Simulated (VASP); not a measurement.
# Mg2O: relaxation of cell and atoms with PBE

Mg2O:

```xyz
3
Lattice="2.6092 -2.7528 0.0000 2.6092 2.7528 0.0000 0.0000 0.0000 3.3032" Properties=species:S:1:pos:R:3 pbc="T T T"
Mg    1.4899    0.0000    1.6516
Mg    3.7284    0.0000    1.6516
O     0.0000    0.0000    0.0000
```

The cell was built from a structure type or drawn by symmetry, and may not be a known phase.

```json
{
  "Program": "VASP 6.6.1",
  "Task": "relaxation of cell and atoms",
  "Functional": "PBE",
  "Potentials or basis": "VASP PAW PBE potentials, release 64 (Mg, O)",
  "Cutoff": "600 eV",
  "k mesh": "5 × 5 × 6",
  "Occupations": "gaussian, width 0.2 eV",
  "Spin": "no spin polarisation",
  "Dipole correction": "no",
  "Further INCAR settings": "ALGO = Normal; EDIFF = 1e-07; IBRION = 2; EDIFFG = -0.08; NSW = 36; ISIF = 3"
}
```

```
Relaxed volume                        : 19.72 Å³/atom
Relaxed cell                          : a = 4.557 Å, b = 4.557 Å, c = 2.929 Å, α = 90.00°, β = 90.00°, γ = 103.43°
Space group after relaxing (to 0.1 Å) : Cmmm (No. 65)
Energy gained by relaxing             : 682.4 meV/atom
Ionic steps                           : 10
Pressure after relaxing               : -0.1 GPa
Largest force after relaxing          : 0.013 eV/Å
Band gap on the k mesh                : zero (bands 5 and 6 overlap by 1.65 eV)
```

Forces in eV/Å, atoms in the order of the input:
```
Mg   0.013  0.000  0.000
Mg  -0.013  0.000  0.000
O    0.000  0.000  0.000
```

Stress tensor (GPa, compression positive):
```
-0.19  0.00  0.00
 0.00 -0.13  0.00
 0.00  0.00  0.08
```

The path:
```
step  energy change (eV)  largest force (eV/Å)  pressure (GPa)  volume (Å³)
   1              0.0000                4.9589            5.46        47.45
   2             -1.7156                0.1720            2.11        50.79
   3             -1.7349                0.2885            3.30        51.25
   4             -1.9065                0.4355            1.79        54.17
   5             -1.9989                0.6243            0.56        57.99
   6             -2.0026                0.6736            0.32        58.96
   7             -2.0357                0.2151           -1.83        60.58
   8             -2.0390                0.0207           -1.37        60.21
   9             -2.0454                0.0317            0.57        58.67
  10             -2.0472                0.0134           -0.08        59.16
```

Final structure:
```
CELL_PARAMETERS angstrom
2.82352 -3.57720 0.00000
2.82352 3.57720 0.00000
0.00000 0.00000 2.92863
ATOMIC_POSITIONS crystal
Mg 0.24012 0.24012 0.50000
Mg 0.75988 0.75988 0.50000
O 0.00000 0.00000 0.00000
```

Levels at points of the mesh, in eV from the Fermi level:
```tsv
k point	band 3	band 4	band 5	band 6	band 7	band 8
(0.00, 0.00, 0.00)	-4.34	-4.19	-3.84	1.79	3.38	3.61
(0.00, 0.00, 0.50)	-4.93	-3.47	-0.03	0.15	5.52	5.95
```

It took 53 s on 1 thread of Intel(R) Xeon(R) 6975P-C (Granite Rapids), with other jobs on the host, peak memory 0.18 GiB.

Caveat: the volume moved by over 15 % at a fixed basis, so the end points are rough.
